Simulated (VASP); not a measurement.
## Al2Cu: single point with PBE

Al2Cu:

```
Al Cu
1.0
    -2.04463    2.04463    3.10807
     2.04463   -2.04463    3.10807
     2.04463    2.04463   -3.10807
Al Cu
2 1
Direct
  0.75000 0.25000 0.50000
  0.25000 0.75000 0.50000
  0.50000 0.50000 0.00000
```

This cell differs from its parent crystal: strain +0.0750 x Voigt [0, 0, 1, 0, 0, 0].

| Quantity | Value |
| --- | --- |
| Program | VASP 6.6.1 |
| Task | single point |
| Functional | PBE |
| Potentials or basis | VASP PAW PBE potentials, release 64 (Al, Cu) |
| Cutoff | 520 eV |
| k mesh | 16 × 16 × 16 |
| Occupations | gaussian, width 0.15 eV |
| Spin | no spin polarisation |
| Dipole correction | no |
| Further INCAR settings | ALGO = Fast; EDIFF = 1e-06; NBANDS = 16 |

The pressure is -5.6 GPa.

Stress tensor (GPa, compression positive):
```
-4.03  0.00  0.00
 0.00 -4.03  0.00
 0.00  0.00 -8.80
```

Levels at points of the mesh, in eV from the Fermi level:
```
           k point  band 7  band 8  band 9  band 10  band 11  band 12
(0.00, 0.00, 0.00)    2.41    2.41    2.52     3.12     3.12     3.17
(0.50, 0.00, 0.00)   -3.59    0.31    0.93     2.23     2.92     3.60
(0.50, 0.50, 0.00)   -3.37   -2.19   -1.69    -0.24     1.48     8.63
(0.50, 0.50, 0.50)   -3.53   -1.52   -1.52     0.54     1.87     8.75
```

Wall time 110 s on 1 thread of Intel(R) Xeon(R) 6975P-C (Granite Rapids), with other jobs on the host, peak memory 0.39 GiB.

Caveat: the cell differs from its parent crystal (strain +0.0750 x Voigt [0, 0, 1, 0, 0, 0]).
